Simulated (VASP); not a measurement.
# BeS (F-43m) in VASP: a series of runs

BeS is run at these levels: BLYP+D3(BJ), PBE+D4; tasks: single point.

Everything below comes from runs of VASP 6.6.1. Logs are shortened: lines on timing, memory, paths and dates and some standing lists are left out, and cuts for length are marked.

## 1. The cell of the first run

It takes space group F-43m (No. 216, cubic). Conventional cell: a = 4.734 Å, b = 4.734 Å, c = 4.734 Å, α = 90.00°, β = 90.00°, γ = 90.00°. Within 2.7 Å of Be (site symmetry -43m) lie 4 S at 2.05 Å. S (site symmetry -43m) has 4 Be at 2.05 Å within 2.7 Å.

## 2. Single point, BLYP+D3(BJ) (13.26 Å³/atom)

File INCAR:

```
PREC = Accurate ; ENCUT = 600
EDIFF = 1E-6 ; ISMEAR = 0
SIGMA = 0.05 ; LREAL = F
LASPH = T ; NELM = 120
ALGO = Normal ; ISIF = 2
LWAVE = F ; LCHARG = T
GGA = B5 ; ALDAX = 1.0
AGGAX = 1.0 ; AGGAC = 1.0
ALDAC = 0.0 ; IVDW = 12
VDW_S6 = 1.0 ; VDW_S8 = 2.6996
VDW_A1 = 0.4298 ; VDW_A2 = 4.2359
LELF = T ; LVHAR = T
NBANDS = 11 ; GGA_COMPAT = F
```

File KPOINTS:

```
Automatic mesh
0
Gamma
  8 8 8
```

File POSCAR:

```
BeS
1.0
    0.0000000000      2.3669810689      2.3669810689
    2.3669810689      0.0000000000      2.3669810689
    2.3669810689      2.3669810689      0.0000000000
Be S
1 1
Direct
    0.0000000000      0.0000000000      0.0000000000
    0.7500000000      0.7500000000      0.7500000000
```

Potentials or basis: VASP PAW PBE potentials, release 64 (Be, S).

Run with:

```sh
$ cat potpaw_PBE.64/Be/POTCAR potpaw_PBE.64/S/POTCAR > POTCAR
$ mpirun -np 1 vasp_std > vasp.out
```

OUTCAR:

```text
PREC = Accurate
   ENCUT = 600
   EDIFF = 1E-6
   ISMEAR = 0
   LREAL = F
   LASPH = T
   NELM = 120
   ISIF = 2
   GGA = B5
   IVDW = 12
 IVDW          = 12

 ion  position               nearest neighbor table
   1  0.000  0.000  0.000-   2 2.05   2 2.05   2 2.05   2 2.05
   2  0.750  0.750  0.750-   1 2.05   1 2.05   1 2.05   1 2.05

  LATTYP: Found a face centered cubic cell.
 ALAT       =     4.7339621378

  Lattice vectors:

 A1 = (   0.0000000000,   2.3669810689,   2.3669810689)
 A2 = (   2.3669810689,   0.0000000000,   2.3669810689)
 A3 = (   2.3669810689,   2.3669810689,   0.0000000000)

Analysis of symmetry for initial positions (statically):
=====================================================================
 Subroutine PRICEL returns:
 Original cell was already a primitive cell.

 Routine SETGRP: Setting up the symmetry group for a
 face centered cubic supercell.

 Subroutine GETGRP returns: Found 24 space group operations
 (whereof 24 operations were pure point group operations)
 out of a pool of 48 trial point group operations.

The static configuration has the point symmetry T_d .

Analysis of symmetry for dynamics (positions and initial velocities):
=====================================================================
 Subroutine PRICEL returns:
 Original cell was already a primitive cell.

 Routine SETGRP: Setting up the symmetry group for a
 face centered cubic supercell.

 Subroutine GETGRP returns: Found 24 space group operations
 (whereof 24 operations were pure point group operations)
 out of a pool of 48 trial point group operations.

The dynamic configuration has the point symmetry T_d .

 Subroutine INISYM returns: Found 24 space group operations
 (whereof 24 operations are pure point group operations),
 and found     1 'primitive' translations

----------------------------------------------------------------------------------------

                                     Primitive cell

  volume of cell :      26.5225

  direct lattice vectors                    reciprocal lattice vectors
     0.000000000  2.366981069  2.366981069    -0.211239543  0.211239543  0.211239543
     2.366981069  0.000000000  2.366981069     0.211239543 -0.211239543  0.211239543
     2.366981069  2.366981069  0.000000000     0.211239543  0.211239543 -0.211239543

  length of vectors
     3.347416730  3.347416730  3.347416730     0.365877622  0.365877622  0.365877622

  position of ions in fractional coordinates (direct lattice)
     0.000000000  0.000000000  0.000000000
     0.750000000  0.750000000  0.750000000

  ion indices of the primitive-cell ions
   primitive index   ion index
                 1           1
                 2           2

----------------------------------------------------------------------------------------

 KPOINTS: Automatic mesh

Automatic generation of k-mesh.
 Grid dimensions read from file:
 generate k-points for:    8    8    8

 Generating k-lattice:

  Cartesian coordinates                     Fractional coordinates (reciprocal lattice)
    -0.026404943  0.026404943  0.026404943     0.125000000  0.000000000  0.000000000
     0.026404943 -0.026404943  0.026404943     0.000000000  0.125000000  0.000000000
     0.026404943  0.026404943 -0.026404943     0.000000000  0.000000000  0.125000000

  Length of vectors
     0.045734703  0.045734703  0.045734703

  Shift w.r.t. Gamma in fractional coordinates (k-lattice)
     0.000000000  0.000000000  0.000000000

 Subroutine IBZKPT returns following result:
 ===========================================

 Found     29 irreducible k-points:

 Following reciprocal coordinates:
            Coordinates               Weight
  0.000000  0.000000  0.000000      1.000000
  0.125000  0.000000  0.000000      8.000000
  0.250000  0.000000  0.000000      8.000000
  0.375000  0.000000  0.000000      8.000000
  0.500000  0.000000  0.000000      4.000000
  0.125000  0.125000  0.000000      6.000000
[... 16 lines left out ...]
  0.500000  0.250000  0.125000     48.000000
 -0.375000  0.250000  0.125000     24.000000
 [... further k-points ...]
   k-points           NKPTS =     29   k-points in BZ     NKDIM =     29   number of bands    NBANDS=     11
   number of dos      NEDOS =    301   number of ions     NIONS =      2
   total plane-waves  NPLWV =  21952
   dimension x,y,z NGX =    28 NGY =   28 NGZ =   28
   dimension x,y,z NGXF=    56 NGYF=   56 NGZF=   56
   ions per type =               1   1
   NGX,Y,Z   is equivalent  to a cutoff of  13.91, 13.91, 13.91 a.u.
   NGXF,Y,Z  is equivalent  to a cutoff of  27.81, 27.81, 27.81 a.u.
 SYSTEM =  unknown system
   PREC   = accura    normal or accurate (medium, high low for compatibility)
   ISTART =      0    job   : 0-new  1-cont  2-samecut
   ICHARG =      2    charge: 1-file 2-atom 10-const
   ISPIN  =      1    spin polarized calculation?
   LNONCOLLINEAR =      F non collinear calculations
   LSORBIT =      F    spin-orbit coupling
   LASPH  =      T    aspherical Exc in radial PAW
   ENCUT  =  600.0 eV  44.10 Ry    6.64 a.u.   6.69  6.69  6.69*2*pi/ulx,y,z
   NELM   =    120;   NELMIN=  2; NELMDL= -5     # of ELM steps
   EDIFF  = 0.1E-05   stopping-criterion for ELM
   LREAL  =      F    real-space projection
   EDIFFG = 0.1E-04   stopping-criterion for IOM
   NSW    =      0    number of steps for IOM
   IBRION =     -1    ionic relax: 0-MD 1-quasi-New 2-CG
   NFREE  =      0    steps in history (QN), initial steepest desc. (CG)
   ISIF   =      2    stress and relaxation
   ISYM   =      2    0-nonsym 1-usesym 2-fastsym
   POTIM  = 0.5000    time-step for ionic-motion
   TEBEG  =    0.0;   TEEND  =   0.0 temperature during run
   PSTRESS=    0.0 pullay stress
   NELECT =       8.0000    total number of electrons
   NUPDOWN=      -1.0000    fix difference up-down
   EMIN   =  10.00;   EMAX   =-10.00  energy-range for DOS
   EFERMI =   0.00;   METHOD = LEGACY
   ISMEAR =     0;   SIGMA  =   0.05  broadening in eV -4-tet -1-fermi 0-gaus
   EFERMI_NEDOS =   21; number of points for ismear=-14 and -15
   IALGO  =     38    algorithm
   IMIX   =      4    mixing-type and parameters
     AMIX     =   0.40;   BMIX     =  1.00
     AMIX_MAG =   1.60;   BMIX_MAG =  1.00
  volume/ion in A,a.u.               =      13.26        89.49
  Fermi-wavevector in a.u.,A,eV,Ry     =   1.097910  2.074749 16.400547  1.205406
  Thomas-Fermi vector in A             =   2.234278
   LORBIT       =      0    0 simple, 1 ext, 2 COOP (PROOUT), +10 PAW based schemes
   GGA     = B5    functional components
   LHFCALC =     F    Hartree Fock is set to
   AEXX    =    0.0000 exact exchange contribution
   IVDW    =    12    specifies the selected vdW correction
   LEPSILON=     F    determine dielectric tensor
   LRPA    =     F    only Hartree local field effects (RPA)
 non-spin polarized calculation
 Gauss-broadening in eV      SIGMA  =   0.05
  energy-cutoff  :      600.00
  volume of cell :       26.52
 maximum number of plane-waves:       905
   NGX = 13   NGY = 13   NGZ = 13

 number of electron       8.0000001 magnetization

 Free energy of the ion-electron system (eV)
  ---------------------------------------------------
  ext. energy  EPLUGINS =         0.00000000
  ---------------------------------------------------
  free energy    TOTEN  =        -9.07512025 eV

  energy without entropy =       -9.07512025  energy(sigma->0) =       -9.07512025

 E-fermi :   5.5948     XC(G=0):  -9.4027

 val. band max:        5.3145984418   @ k =   0.0000   0.0000   0.0000
 cond. band min:       8.5627697801   @ k =   0.5000   0.5000   0.0000
 fundamental gap:      3.2481713383
 Fermi energy:         5.5948140264

 k-point     1 :       0.0000    0.0000    0.0000
  band No.  band energies     occupation
      1      -8.7865      2.00000
      2       5.3146      2.00000
      3       5.3146      2.00000
      4       5.3146      2.00000
      5      11.0789      0.00000
      6      11.0789      0.00000
      7      11.0789      0.00000
      8      12.1213      0.00000
      9      18.4083      0.00000
     10      18.4083      0.00000
     11      21.0247      0.00000

 k-point     2 :       0.1250    0.0000    0.0000
  band No.  band energies     occupation
      1      -8.5947      2.00000
      2       4.0704      2.00000
      3       5.0965      2.00000
      4       5.0965      2.00000
      5      11.2200      0.00000
      6      11.4657      0.00000
      7      11.4657      0.00000
      8      13.2576      0.00000
      9      17.7146      0.00000
     10      17.7146      0.00000
     11      20.7263      0.00000

 k-point     3 :       0.2500    0.0000    0.0000
  band No.  band energies     occupation
      1      -8.0629      2.00000
      2       1.8563      2.00000
      3       4.6658      2.00000
      4       4.6658      2.00000
      5      11.2651      0.00000
      6      12.0502      0.00000
      7      12.0502      0.00000
      8      15.3719      0.00000
      9      17.4842      0.00000
     10      17.4842      0.00000
     11      20.2805      0.00000

 k-point     4 :       0.3750    0.0000    0.0000
  band No.  band energies     occupation
      1      -7.3765      2.00000
      2      -0.0237      2.00000
      3       4.3217      2.00000
      4       4.3217      2.00000
      5      11.2593      0.00000
      6      12.1092      0.00000
      7      12.1092      0.00000
      8      16.8261      0.00000
      9      18.9231      0.00000
     10      18.9231      0.00000
     11      20.5815      0.00000
[... 239 lines left out ...]
 k-point    22 :       0.3750    0.2500    0.1250
  band No.  band energies     occupation
      1      -7.6257      2.00000
      2       1.6296      2.00000
      3       3.0125      2.00000
      4       4.1103      2.00000
      5      11.0398      0.00000
      6      12.8680      0.00000
      7      13.2706      0.00000
      8      14.2089      0.00000
      9      17.5226      0.00000
     10      20.3056      0.00000
     11      21.9648      0.00000

 k-point    23 :       0.5000    0.2500    0.1250
  band No.  band energies     occupation
      1      -7.0172      2.00000
      2       0.3659      2.00000
      3       2.4647      2.00000
      4       3.5992      2.00000
      5      11.5392      0.00000
      6      12.4194      0.00000
      7      14.2610      0.00000
      8      14.9713      0.00000
      9      18.5345      0.00000
     10      20.3240      0.00000
     11      22.5232      0.00000

 k-point    24 :      -0.3750    0.2500    0.1250
  band No.  band energies     occupation
      1      -6.7052      2.00000
      2      -0.2464      2.00000
      3       2.3765      2.00000
      4       3.3319      2.00000
      5      11.5898      0.00000
      6      12.2579      0.00000
      7      14.9132      0.00000
      8      16.3356      0.00000
      9      17.2201      0.00000
     10      21.1629      0.00000
     11      22.0873      0.00000

 [... further k-points ...]

------------------------ aborting loop because EDIFF is reached ----------------------------------------

 Edisp (eV)   -1.36324

 E8    (eV) :    -0.9122

  FORCE on cell =-STRESS in cart. coord.  units (eV):
  Direction    XX          YY          ZZ          XY          YZ          ZX
  --------------------------------------------------------------------------------------
  -------------------------------------------------------------------------------------
  Total       0.70261     0.70261     0.70261    -0.00000    -0.00000    -0.00000
  in kB      42.44333    42.44333    42.44333    -0.00000    -0.00000    -0.00000
  external pressure =       42.44 kB  Pullay stress =        0.00 kB

 VOLUME and BASIS-vectors are now :
 -----------------------------------------------------------------------------
  energy-cutoff  :      600.00
  volume of cell :       26.52
      direct lattice vectors                 reciprocal lattice vectors
     0.000000000  2.366981069  2.366981069    -0.211239543  0.211239543  0.211239543
     2.366981069  0.000000000  2.366981069     0.211239543 -0.211239543  0.211239543
     2.366981069  2.366981069  0.000000000     0.211239543  0.211239543 -0.211239543

 POSITION                                       TOTAL-FORCE (eV/Angst)
 -----------------------------------------------------------------------------------
      0.00000      0.00000      0.00000        -0.000000     -0.000000     -0.000000
      3.55047      3.55047      3.55047         0.000000      0.000000      0.000000
 -----------------------------------------------------------------------------------
    total drift:                                0.000000      0.000000      0.000000

  FREE ENERGIE OF THE ION-ELECTRON SYSTEM (eV)
  ---------------------------------------------------
  free  energy   TOTEN  =       -10.4383589841 eV

  energy  without entropy=      -10.4383589841  energy(sigma->0) =      -10.43835898
```

It took 34 s on 1 thread of Intel Xeon 8259CL, shared host; peak memory 0.16 GiB.

Results:

```
Free energy                : -10.4384 eV
Pressure                   : 4.2 GPa
Band gap on the k mesh     : 3.25 eV (least direct gap 5.76 eV)
Dispersion energy per atom : -0.682 eV
```

Caveat: the cell stands under pressure; the PAW data sets were made with another functional, which shifts forces and pressure a little. A hybrid or GW would open this gap; BLYP tends to underestimate it.

## 3. Single point, PBE+D4 (13.50 Å³/atom)

This run uses another cell than the first one, of 13.50 Å³/atom.

File INCAR:

```
SYSTEM = BeS
PREC = Accurate ; ENCUT = 600
EDIFF = 1E-6 ; ISMEAR = 0
SIGMA = 0.05 ; LREAL = .FALSE.
LASPH = .TRUE. ; NELM = 120
ALGO = Normal ; ISIF = 2
LWAVE = .FALSE. ; LCHARG = .FALSE.
GGA = PE ; IVDW = 13
NBANDS = 11 ; GGA_COMPAT = .FALSE.
```

File KPOINTS:

```
regular mesh
0
G
  8 8 8
  0 0 0
```

File POSCAR:

```
BeS
1.0
    0.0000000000      2.3812541299      2.3812541299
    2.3812541299      0.0000000000      2.3812541299
    2.3812541299      2.3812541299      0.0000000000
Be S
1 1
Direct
    0.0000000000      0.0000000000      0.0000000000
    0.7500000000      0.7500000000      0.7500000000
```

Potentials or basis: VASP PAW PBE potentials, release 64 (Be, S).

Run with:

```sh
$ cat potpaw_PBE.64/Be/POTCAR potpaw_PBE.64/S/POTCAR > POTCAR
$ mpirun -np 1 vasp_std > vasp.out
```

OUTCAR:

```text
SYSTEM = BeS
   PREC = Accurate
   ENCUT = 600
   EDIFF = 1E-6
   ISMEAR = 0
   LREAL = .FALSE.
   LASPH = .TRUE.
   NELM = 120
   ISIF = 2
   GGA = PE
   IVDW = 13

 ion  position               nearest neighbor table
   1  0.000  0.000  0.000-   2 2.06   2 2.06   2 2.06   2 2.06
   2  0.750  0.750  0.750-   1 2.06   1 2.06   1 2.06   1 2.06

  LATTYP: Found a face centered cubic cell.
 ALAT       =     4.7625082598

  Lattice vectors:

 A1 = (   0.0000000000,   2.3812541299,   2.3812541299)
 A2 = (   2.3812541299,   0.0000000000,   2.3812541299)
 A3 = (   2.3812541299,   2.3812541299,   0.0000000000)

Analysis of symmetry for initial positions (statically):
=====================================================================
 Subroutine PRICEL returns:
 Original cell was already a primitive cell.

 Routine SETGRP: Setting up the symmetry group for a
 face centered cubic supercell.

 Subroutine GETGRP returns: Found 24 space group operations
 (whereof 24 operations were pure point group operations)
 out of a pool of 48 trial point group operations.

The static configuration has the point symmetry T_d .

Analysis of symmetry for dynamics (positions and initial velocities):
=====================================================================
 Subroutine PRICEL returns:
 Original cell was already a primitive cell.

 Routine SETGRP: Setting up the symmetry group for a
 face centered cubic supercell.

 Subroutine GETGRP returns: Found 24 space group operations
 (whereof 24 operations were pure point group operations)
 out of a pool of 48 trial point group operations.

The dynamic configuration has the point symmetry T_d .

 Subroutine INISYM returns: Found 24 space group operations
 (whereof 24 operations are pure point group operations),
 and found     1 'primitive' translations

----------------------------------------------------------------------------------------

                                     Primitive cell

  volume of cell :      27.0052

  direct lattice vectors                    reciprocal lattice vectors
[... 117 lines left out ...]
   LRPA    =     F    only Hartree local field effects (RPA)
 non-spin polarized calculation
 Gauss-broadening in eV      SIGMA  =   0.05
  energy-cutoff  :      600.00
  volume of cell :       27.01
 maximum number of plane-waves:       934
   NGX = 13   NGY = 13   NGZ = 13

 number of electron       8.0000001 magnetization

 Free energy of the ion-electron system (eV)
  ---------------------------------------------------
  ext. energy  EPLUGINS =         0.00000000
  ---------------------------------------------------
  free energy    TOTEN  =        -9.96912482 eV

  energy without entropy =       -9.96912482  energy(sigma->0) =       -9.96912482

 E-fermi :   5.0047     XC(G=0):  -9.9586

 val. band max:        4.7566063905   @ k =   0.0000   0.0000   0.0000
 cond. band min:       7.7376775892   @ k =   0.5000   0.5000   0.0000
 fundamental gap:      2.9810711987
 Fermi energy:         5.0047086765

 k-point     1 :       0.0000    0.0000    0.0000
  band No.  band energies     occupation
      1      -9.3163      2.00000
      2       4.7566      2.00000
      3       4.7566      2.00000
      4       4.7566      2.00000
      5      10.3965      0.00000
      6      10.3965      0.00000
      7      10.3965      0.00000
      8      11.1161      0.00000
      9      17.6750      0.00000
     10      17.6750      0.00000
     11      20.0552      0.00000
[... 309 lines left out ...]
 k-point    24 :      -0.3750    0.2500    0.1250
  band No.  band energies     occupation
      1      -7.2470      2.00000
      2      -0.8315      2.00000
      3       1.8033      2.00000
      4       2.7708      2.00000
      5      10.8230      0.00000
      6      11.4779      0.00000
      7      14.1438      0.00000
      8      15.5256      0.00000
      9      16.4347      0.00000
     10      20.4167      0.00000
     11      21.1884      0.00000

 [... further k-points ...]

------------------------ aborting loop because EDIFF is reached ----------------------------------------

  DFT-D4 for vdW energy calculation

  Edisp (eV):   -0.55509

  FORCE on cell =-STRESS in cart. coord.  units (eV):
  Direction    XX          YY          ZZ          XY          YZ          ZX
  --------------------------------------------------------------------------------------
  -------------------------------------------------------------------------------------
  Total       0.74383     0.74383     0.74383     0.00000     0.00000    -0.00000
  in kB      44.13022    44.13022    44.13022     0.00000     0.00000    -0.00000
  external pressure =       44.13 kB  Pullay stress =        0.00 kB

 VOLUME and BASIS-vectors are now :
 -----------------------------------------------------------------------------
  energy-cutoff  :      600.00
  volume of cell :       27.01
      direct lattice vectors                 reciprocal lattice vectors
     0.000000000  2.381254130  2.381254130    -0.209973389  0.209973389  0.209973389
     2.381254130  0.000000000  2.381254130     0.209973389 -0.209973389  0.209973389
     2.381254130  2.381254130  0.000000000     0.209973389  0.209973389 -0.209973389

 POSITION                                       TOTAL-FORCE (eV/Angst)
 -----------------------------------------------------------------------------------
      0.00000      0.00000      0.00000         0.000000     -0.000000     -0.000000
      3.57188      3.57188      3.57188        -0.000000      0.000000      0.000000
 -----------------------------------------------------------------------------------
    total drift:                                0.000000      0.000000      0.000000

  FREE ENERGIE OF THE ION-ELECTRON SYSTEM (eV)
  ---------------------------------------------------
  free  energy   TOTEN  =       -10.5242196364 eV

  energy  without entropy=      -10.5242196364  energy(sigma->0) =      -10.52421964
```

Wall time 23 s (1 thread of Intel Xeon 8259CL, shared host); peak memory 0.15 GiB.

Results:

```
Free energy                : -10.5242 eV
Pressure                   : 4.4 GPa
Band gap on the k mesh     : 2.98 eV (least direct gap 5.64 eV)
Dispersion energy per atom : -0.278 eV
```

Caveat: the cell stands under pressure.
